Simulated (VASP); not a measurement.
# F2 in VASP: single point with LDA

Aim: the single point of F2 with LDA.

Everything below comes from runs of VASP 6.6.1. Logs are shortened: lines on timing, memory, paths and dates and some standing lists are left out, and cuts for length are marked.

### 1 The cell of the first run

The cell holds a molecule in a box, 2 atoms: a = 9.000 Å, b = 9.500 Å, c = 10.000 Å, α = 90.00°, β = 90.00°, γ = 90.00°.

### 2 Single point, LDA

INCAR

```
SYSTEM = F
ALGO     = Normal         ! electronic algorithm
EDIFF    = 1E-6           ! SCF threshold, eV
ENCUT    = 1010           ! plane-wave cutoff, eV
GGA      = CA             ! functional
GGA_COMPAT= .FALSE.      
ISIF     = 2              ! what is computed and relaxed
ISMEAR   = -1             ! smearing method
LASPH    = .TRUE.         ! aspherical terms in the spheres
LCHARG   = .TRUE.         ! write CHGCAR
LELF     = .TRUE.         ! ELF
LREAL    = .FALSE.        ! projectors in reciprocal space
LVHAR    = .TRUE.       
LWAVE    = .FALSE.        ! write WAVECAR
NBANDS   = 14             ! bands
NELM     = 120            ! most SCF steps
NELMDL   = -8           
PREC     = Accurate       ! precision mode
SIGMA    = 0.02           ! smearing width, eV
```

KPOINTS

```
k-points
0
G
  1 1 1
  0 0 0
```

POSCAR

```
F
1.0
    9.0000000000      0.0000000000      0.0000000000
    0.0000000000      9.5000000000      0.0000000000
    0.0000000000      0.0000000000     10.0000000000
F
2
Direct
    0.5000000000      0.5000000000      0.4307959310
    0.5000000000      0.5000000000      0.5692040690
```

Potentials or basis: VASP PAW LDA potentials, release 64 (F_h).

The run is started by

```
> cat potpaw_LDA.64/F_h/POTCAR > POTCAR
> mpirun -np 1 vasp_gam > vasp.out
```

OUTCAR:

```text
SYSTEM = F
   EDIFF = 1E-6
   ENCUT = 1010
   GGA = CA
   ISIF = 2
   ISMEAR = -1
   LASPH = .TRUE.
   LREAL = .FALSE.
   NELM = 120
   NELMDL = -8
   PREC = Accurate

 ion  position               nearest neighbor table
   1  0.500  0.500  0.431-   2 1.38
   2  0.500  0.500  0.569-   1 1.38

  LATTYP: Found a simple orthorhombic cell.
 ALAT       =     9.0000000000
 B/A-ratio  =     1.0555555556
 C/A-ratio  =     1.1111111111

  Lattice vectors:

 A1 = (   9.0000000000,   0.0000000000,   0.0000000000)
 A2 = (   0.0000000000,   9.5000000000,   0.0000000000)
 A3 = (   0.0000000000,   0.0000000000,  10.0000000000)

Analysis of symmetry for initial positions (statically):
=====================================================================
 Subroutine PRICEL returns:
 Original cell was already a primitive cell.

 Routine SETGRP: Setting up the symmetry group for a
 simple orthorhombic supercell.

 Subroutine GETGRP returns: Found  8 space group operations
 (whereof  8 operations were pure point group operations)
 out of a pool of  8 trial point group operations.

The static configuration has the point symmetry D_2h.

Analysis of symmetry for dynamics (positions and initial velocities):
=====================================================================
 Subroutine PRICEL returns:
 Original cell was already a primitive cell.

 Routine SETGRP: Setting up the symmetry group for a
 simple orthorhombic supercell.

 Subroutine GETGRP returns: Found  8 space group operations
 (whereof  8 operations were pure point group operations)
 out of a pool of  8 trial point group operations.

The dynamic configuration has the point symmetry D_2h.

 Subroutine INISYM returns: Found  8 space group operations
 (whereof  8 operations are pure point group operations),
 and found     1 'primitive' translations

----------------------------------------------------------------------------------------

                                     Primitive cell

  volume of cell :     855.0000

  direct lattice vectors                    reciprocal lattice vectors
     9.000000000  0.000000000  0.000000000     0.111111111  0.000000000  0.000000000
     0.000000000  9.500000000  0.000000000     0.000000000  0.105263158  0.000000000
     0.000000000  0.000000000 10.000000000     0.000000000  0.000000000  0.100000000

  length of vectors
     9.000000000  9.500000000 10.000000000     0.111111111  0.105263158  0.100000000

  position of ions in fractional coordinates (direct lattice)
     0.500000000  0.500000000  0.430795931
     0.500000000  0.500000000  0.569204069

  ion indices of the primitive-cell ions
   primitive index   ion index
                 1           1
                 2           2

----------------------------------------------------------------------------------------

 KPOINTS: k-points

Automatic generation of k-mesh.
 Grid dimensions read from file:
 generate k-points for:    1    1    1

 Generating k-lattice:

  Cartesian coordinates                     Fractional coordinates (reciprocal lattice)
     0.111111111  0.000000000  0.000000000     1.000000000  0.000000000  0.000000000
     0.000000000  0.105263158  0.000000000     0.000000000  1.000000000  0.000000000
     0.000000000  0.000000000  0.100000000     0.000000000  0.000000000  1.000000000

  Length of vectors
     0.111111111  0.105263158  0.100000000

  Shift w.r.t. Gamma in fractional coordinates (k-lattice)
     0.000000000  0.000000000  0.000000000

 Subroutine IBZKPT returns following result:
 ===========================================

 Found      1 irreducible k-points:

 Following reciprocal coordinates:
            Coordinates               Weight
  0.000000  0.000000  0.000000      1.000000
   k-points           NKPTS =      1   k-points in BZ     NKDIM =      1   number of bands    NBANDS=     14
   number of dos      NEDOS =    301   number of ions     NIONS =      2
   total plane-waves  NPLWV = ******
   dimension x,y,z NGX =    96 NGY =   98 NGZ =  108
   dimension x,y,z NGXF=   192 NGYF=  196 NGZF=  216
   ions per type =               2
   NGX,Y,Z   is equivalent  to a cutoff of  17.73, 17.15, 17.95 a.u.
   NGXF,Y,Z  is equivalent  to a cutoff of  35.47, 34.30, 35.91 a.u.
 SYSTEM =  F
   PREC   = accura    normal or accurate (medium, high low for compatibility)
   ISTART =      0    job   : 0-new  1-cont  2-samecut
   ICHARG =      2    charge: 1-file 2-atom 10-const
   ISPIN  =      1    spin polarized calculation?
   LNONCOLLINEAR =      F non collinear calculations
   LSORBIT =      F    spin-orbit coupling
   LASPH  =      T    aspherical Exc in radial PAW
   ENCUT  = 1010.0 eV  74.23 Ry    8.62 a.u.  23.32 24.62 25.91*2*pi/ulx,y,z
   NELM   =    120;   NELMIN=  2; NELMDL= -8     # of ELM steps
   EDIFF  = 0.1E-05   stopping-criterion for ELM
   LREAL  =      F    real-space projection
   EDIFFG = 0.1E-04   stopping-criterion for IOM
   NSW    =      0    number of steps for IOM
   IBRION =     -1    ionic relax: 0-MD 1-quasi-New 2-CG
   NFREE  =      0    steps in history (QN), initial steepest desc. (CG)
   ISIF   =      2    stress and relaxation
   ISYM   =      2    0-nonsym 1-usesym 2-fastsym
   POTIM  = 0.5000    time-step for ionic-motion
   TEBEG  =    0.0;   TEEND  =   0.0 temperature during run
   PSTRESS=    0.0 pullay stress
   NELECT =      14.0000    total number of electrons
   NUPDOWN=      -1.0000    fix difference up-down
   EMIN   =  10.00;   EMAX   =-10.00  energy-range for DOS
   EFERMI =   0.00;   METHOD = LEGACY
   ISMEAR =    -1;   SIGMA  =   0.02  broadening in eV -4-tet -1-fermi 0-gaus
   EFERMI_NEDOS =   21; number of points for ismear=-14 and -15
   IALGO  =     38    algorithm
   IMIX   =      4    mixing-type and parameters
     AMIX     =   0.40;   BMIX     =  1.00
     AMIX_MAG =   1.60;   BMIX_MAG =  1.00
  volume/ion in A,a.u.               =     427.50      2884.91
  Fermi-wavevector in a.u.,A,eV,Ry     =   0.415715  0.785587  2.351342  0.172819
  Thomas-Fermi vector in A             =   1.374838
   LORBIT       =      0    0 simple, 1 ext, 2 COOP (PROOUT), +10 PAW based schemes
   GGA     = CA    functional components
   LHFCALC =     F    Hartree Fock is set to
   AEXX    =    0.0000 exact exchange contribution
   IVDW    =     0    specifies the selected vdW correction
   LEPSILON=     F    determine dielectric tensor
   LRPA    =     F    only Hartree local field effects (RPA)
 non-spin polarized calculation
  energy-cutoff  :     1010.00
  volume of cell :      855.00
 maximum number of plane-waves:     31153
 NGX is ok and might be reduce to    96
   NGX = 47   NGY = 49   NGZ = 51

 number of electron      13.9999997 magnetization

 Free energy of the ion-electron system (eV)
  ---------------------------------------------------
  ext. energy  EPLUGINS =         0.00000000
  ---------------------------------------------------
  free energy    TOTEN  =        -4.20126926 eV

  energy without entropy =       -4.20126926  energy(sigma->0) =       -4.20126926

 E-fermi :  -8.7985     XC(G=0):  -0.5974

 val. band max:       -9.3300047690   @ k =   0.0000   0.0000   0.0000
 cond. band min:      -5.5435892018   @ k =   0.0000   0.0000   0.0000
 fundamental gap:      3.7864155672
 Fermi energy:        -8.7984909138

 k-point     1 :       0.0000    0.0000    0.0000
  band No.  band energies     occupation
      1     -34.1588      2.00000
      2     -27.1157      2.00000
      3     -15.6861      2.00000
      4     -13.0519      2.00000
      5     -13.0519      2.00000
      6      -9.3300      2.00000
      7      -9.3300      2.00000
      8      -5.5436      0.00000
      9      -0.2330      0.00000
     10       1.2646      0.00000
     11       1.2783      0.00000
     12       1.4340      0.00000
     13       1.5906      0.00000
     14       1.6045      0.00000

------------------------ aborting loop because EDIFF is reached ----------------------------------------

  FORCE on cell =-STRESS in cart. coord.  units (eV):
  Direction    XX          YY          ZZ          XY          YZ          ZX
  --------------------------------------------------------------------------------------
  -------------------------------------------------------------------------------------
  Total       -0.0316106     -0.0292029      0.1437058      0.0000000      0.0000000      0.0000000
  in kB       -0.0592349     -0.0547231      0.2692891      0.0000000      0.0000000      0.0000000
  external PRESSURE =       0.0517771 kB  Pullay stress =       0.0000000 kB

 VOLUME and BASIS-vectors are now :
 -----------------------------------------------------------------------------
  energy-cutoff  :     1010.00
  volume of cell :      855.00
      direct lattice vectors                 reciprocal lattice vectors
     9.000000000  0.000000000  0.000000000     0.111111111  0.000000000  0.000000000
     0.000000000  9.500000000  0.000000000     0.000000000  0.105263158  0.000000000
     0.000000000  0.000000000 10.000000000     0.000000000  0.000000000  0.100000000

 POSITION                                       TOTAL-FORCE (eV/Angst)
 -----------------------------------------------------------------------------------
      4.50000      4.75000      4.30796         0.000000      0.000000     -0.124422
      4.50000      4.75000      5.69204         0.000000      0.000000      0.124422
 -----------------------------------------------------------------------------------
    total drift:                                0.000000     -0.000000      0.000000

  FREE ENERGIE OF THE ION-ELECTRON SYSTEM (eV)
  ---------------------------------------------------
  free  energy   TOTEN  =        -4.2012692590 eV

  energy  without entropy=       -4.2012692590  energy(sigma->0) =       -4.20126926
```

Run time: 52 s. Hardware: 1 thread of Intel Xeon 6975P-C (Granite Rapids), shared host; peak memory 0.97 GiB.

Results:

```yaml
Free_energy: -4.2013 eV
Largest_force: 0.124 eV/Å
Gap_between_the_frontier_levels: 3.79 eV
```

Forces in eV/Å, atoms in the order of the input:
```
F    0.000  0.000 -0.124
F    0.000  0.000  0.124
```

Levels at points of the mesh, in eV from the valence-band top:
| k point | band 4 | band 5 | band 6 | band 7 | band 8 | band 9 | band 10 | band 11 |
| --- | --- | --- | --- | --- | --- | --- | --- | --- |
| (0.00, 0.00, 0.00) | -3.72 | -3.72 | 0.00 | 0.00 | 3.79 | 9.10 | 10.59 | 10.61 |
